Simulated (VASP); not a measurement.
Wanted: the native input for a VASP 6.6.1 run.

```yaml
Task: single point
Functional: PBE
Potentials_or_basis: VASP PAW PBE potentials, release 64 (Ir_sv_GW, B)
Cutoff: 420 eV
k_mesh: 4 × 4 × 1
Occupations: gaussian, width 0.05 eV
Spin: no spin polarisation
Dipole_correction: no
Second_run: valence_matched
Further_INCAR_settings: ALGO = Normal; EDIFF = 1e-06; NBANDS = 116; NELMDL = -8
```

The structure of BIr12 lies in POSCAR:

```
BIr12
1.0
    5.4305800000      0.0000000000      0.0000000000
    2.7152900000      4.7030200000      0.0000000000
    0.0000000000      0.0000000000     15.4340500000
Ir B
12 1
Direct
    0.1666666312      0.1666667375      0.0647918077
    0.6666666312      0.1666667375      0.0647918077
    0.1666666312      0.6666667375      0.0647918077
    0.6666666312      0.6666667375      0.0647918077
   -0.1585276819      0.3296271332      0.2083042364
    0.3386434007      0.3306460530      0.2072192328
   -0.1586060292      0.8290387878      0.2084566267
    0.3411452828      0.8293549677      0.2047461943
    0.0102099650     -0.0051460551      0.3549597805
    0.5222429400     -0.0006640414      0.3542582796
    0.0147576651      0.4925018392      0.3483228317
    0.5224293914      0.4779726644      0.3542312614
    0.3632284291      0.8180492535      0.4329377577
```

One way to write it, as run:

INCAR

```
PREC     = Accurate       # precision mode
ENCUT    = 420            # plane-wave cutoff, eV
EDIFF    = 1E-6           # SCF threshold, eV
ISMEAR   = 0              # smearing method
SIGMA    = 0.05           # smearing width, eV
LREAL    = False          # projectors in reciprocal space
LASPH    = True           # aspherical terms in the spheres
NELM     = 120            # most SCF steps
ALGO     = Normal         # electronic algorithm
ISIF     = 2              # what is computed and relaxed
LWAVE    = False          # write WAVECAR
LCHARG   = True           # write CHGCAR
GGA      = PE             # functional
LELF     = True           # ELF
LVHAR    = True         
NBANDS   = 116            # bands
GGA_COMPAT= False        
NELMDL   = -8
```

KPOINTS

```
Automatic mesh
0
Gamma
  4 4 1
```

Potentials or basis: VASP PAW PBE potentials, release 64 (Ir_sv_GW, B).

The run is started by

```sh
$ cat potpaw_PBE.64/Ir_sv_GW/POTCAR potpaw_PBE.64/B/POTCAR > POTCAR
$ mpirun -np 1 vasp_std > vasp.out
```

It gave:

```
Largest force : 0.257 eV/Å
```

It took 11 min on 1 thread of Intel(R) Xeon(R) 6975P-C (Granite Rapids) (shared host), peak memory 0.47 GiB.
